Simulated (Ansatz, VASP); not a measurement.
One calculation of Hg, two programs

```xyz
4
Lattice="-2.7504 2.7504 3.8724 2.7504 -2.7504 3.8724 2.7504 2.7504 -3.8724" Properties=species:S:1:pos:R:3 pbc="T T T"
Hg    1.3752    4.1256    0.9681
Hg    1.3752   -1.3752    4.8404
Hg    1.3752    1.3752    2.9043
Hg    1.3752    1.3752   -0.9681
```

Alike in both runs: functional PBE; k mesh 12 × 12 × 12; occupations gaussian, width 0.1 eV; no spin polarisation.

Ansatz relaxed the structure, and its values are those at the end. VASP's run is a single point on that final structure, the one shown.

|  | VASP | Ansatz |
| --- | --- | --- |
| version | VASP 6.6.1 | Ansatz 0.2.0 |
| potentials or method | VASP PAW PBE potentials, release 64 (Hg), cutoff 520 eV | scalar-relativistic, plane waves, PAW |
| valence electrons in the cell | 48 | 80 |

```csv
,VASP,Ansatz,Ansatz less VASP
gap on the k mesh at the Fermi level (eV),none,none,-
pressure (GPa),0.0,0.0,-0.09
```

A gap of «none» marks a metal or a gap that the smearing closes. The functional is the same, so the differences come from potentials, cutoffs and numerics. VASP's potentials hold 48 valence electrons a cell and Ansatz's 80, so a difference there can come from the potentials and not from the codes.

Neither program's run includes spin-orbit coupling.
